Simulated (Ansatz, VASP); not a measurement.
## ZrB2 in VASP and in Ansatz

The input INCAR:

```
SYSTEM = ZrB2
ALGO = Normal
EDIFF = 1E-7
ENCUT = 520
ISIF = 2
ISMEAR = 0
LASPH = .TRUE.
LCHARG = .TRUE.
LELF = .TRUE.
LREAL = .FALSE.
LVHAR = .TRUE.
LWAVE = .FALSE.
NBANDS = 16
NELM = 60
PREC = Accurate
SIGMA = 0.15
```

KPOINTS

```
k-points
0
G
  18 18 12
  0 0 0
```

Contents of POSCAR:

```
ZrB2
1.0
    3.1325412665      0.0000000000      0.0000000000
   -1.5662706333      2.7128603152      0.0000000000
    0.0000000000      0.0000000000      3.4889014692
Zr B
1 2
Direct
    0.0000000000      0.0000000000      0.0000000000
    0.3333333333      0.6666666667      0.5000000000
    0.6666666667      0.3333333333      0.5000000000
```

Input for Ansatz:

```yaml
crystal:
  lattice:
    - [3.1325412665, 0.0, 0.0]
    - [-1.5662706333, 2.7128603152, 0.0]
    - [0.0, 0.0, 3.4889014692]
  atoms:
    - { symbol: Zr, position: [0.0, 0.0, 0.0] }
    - { symbol: B, position: [0.3333333333, 0.6666666667, 0.5] }
    - { symbol: B, position: [0.6666666667, 0.3333333333, 0.5] }
basis:
  ecutwfc: 520.0
kpoints:
  mp_grid: { grid: [18, 18, 12] }
hamiltonian:
  xc: lda
  pseudopotentials: { kind: paw }
scf:
  occupations: { method: gaussian, width: 0.15 }
output:
  forces: true
  stress: true
  eigenvalues: true
```

Alike in both runs: task single point; functional LDA; k mesh 18 × 18 × 12; occupations gaussian, width 0.15 eV; no spin polarisation.

|  | VASP | Ansatz |
| --- | --- | --- |
| version | VASP 6.6.1 | Ansatz 0.2.0 |
| potentials or method | VASP PAW LDA potentials, release 64 (Zr_sv, B), cutoff 520 eV | scalar-relativistic, plane waves, PAW |
| valence electrons in the cell | 18 | 18 |

```csv
,VASP,Ansatz,Ansatz less VASP
gap on the k mesh at the Fermi level (eV),none,none,-
pressure (GPa),0.5,0.0,-0.53
```

LDA's correlation is that of Perdew and Zunger in VASP and of Perdew and Wang (1992) in Ansatz. A gap of «none» marks a metal or a gap that the smearing closes.
